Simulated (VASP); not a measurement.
Set up this calculation in VASP 6.6.1, as the native input.

| Property | Result |
| --- | --- |
| Task | single point |
| Functional | PBE |
| Potentials or basis | VASP PAW PBE potentials, release 64 (Zn, Cl) |
| Cutoff | 520 eV |
| k mesh | 6 × 6 × 4 |
| Occupations | gaussian, width 0.1 eV |
| Spin | no spin polarisation |
| Dipole correction | no |
| Further INCAR settings | ALGO = Normal; EDIFF = 1e-06; NBANDS = 30 |

The structure of Zn2Cl3 lies in POSCAR:

```
Zn2Cl3
1.0
    4.5977888457      0.0000000000      0.0000000000
   -2.2988944228      3.9818019416      0.0000000000
    0.0000000000      0.0000000000      5.5514060225
Zn Cl
2 3
Direct
    0.3333333333      0.6666666667      0.1380000000
    0.6666666667      0.3333333333      0.8620000000
    0.0000000000      0.0000000000      0.0000000000
    0.3333333333      0.6666666667      0.6250000000
    0.6666666667      0.3333333333      0.3750000000
```

These files were run (other wordings do the same):

INCAR

```
PREC = Accurate
ENCUT = 520
EDIFF = 1E-6
ISMEAR = 0
SIGMA = 0.1
LREAL = False
LASPH = True
NELM = 80
ALGO = Normal
ISIF = 2
LWAVE = False
LCHARG = False
GGA = PE
NBANDS = 30
```

KPOINTS

```
Automatic mesh
0
Gamma
  6 6 4
```

Potentials or basis: VASP PAW PBE potentials, release 64 (Zn, Cl).

The run is started by

```sh
$ cat potpaw_PBE.64/Zn/POTCAR potpaw_PBE.64/Cl/POTCAR > POTCAR
$ mpirun -np 1 vasp_std > vasp.out
```

It gave:

The pressure is 0.8 GPa. The largest force is 1.067 eV/Å.

Caveat: an odd number of electrons without spin polarisation forces a metal; a magnetic or distorted state may lie lower.

It took 120 s on 1 thread of Oxide Virtual Turin-like Processor, with other jobs on the host, peak memory 0.21 GiB.
